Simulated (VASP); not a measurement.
# Mg: single point with PBEsol

Crystal: Mg.

```
Mg
1.0
     2.99560    0.00000    0.00000
     0.00000    2.99560    0.00000
     0.00000    0.00000    2.99560
Mg
1
Direct
  0.00000 0.00000 0.00000
```

```json
{
  "Program": "VASP 6.6.1",
  "Task": "single point",
  "Functional": "PBEsol",
  "Potentials or basis": "VASP PAW PBE potentials, release 64 (Mg)",
  "Cutoff": "520 eV",
  "k mesh": "18 × 18 × 18",
  "Occupations": "gaussian, width 0.1 eV",
  "Spin": "no spin polarisation",
  "Dipole correction": "no",
  "Further INCAR settings": "ALGO = Fast; EDIFF = 1e-06; NBANDS = 7"
}
```

The pressure is 0.0 GPa and the band gap on the k mesh is zero (band 1 reaches 6.38 eV, above the bottom of band 2 at -0.21 eV).

Levels at points of the mesh, in eV from the Fermi level:
| k point | band 1 | band 2 | band 3 | band 4 | band 5 | band 6 |
| --- | --- | --- | --- | --- | --- | --- |
| (0.00, 0.00, 0.00) | -6.26 | 8.19 | 8.19 | 9.64 | 9.64 | 9.64 |
| (0.50, 0.00, 0.00) | -2.34 | -1.97 | 10.64 | 13.09 | 13.09 | 13.21 |
| (0.50, 0.50, 0.00) | 1.34 | 1.34 | 2.14 | 2.67 | 15.71 | 15.71 |
| (0.50, 0.50, 0.50) | 4.61 | 4.61 | 4.61 | 5.74 | 5.74 | 5.74 |

It took 9.8 s on 1 thread of Intel(R) Xeon(R) Platinum 8488C (Sapphire Rapids) (shared host), peak memory 0.16 GiB.

Caveat: the PAW data sets were made with another functional, which shifts forces and pressure a little.
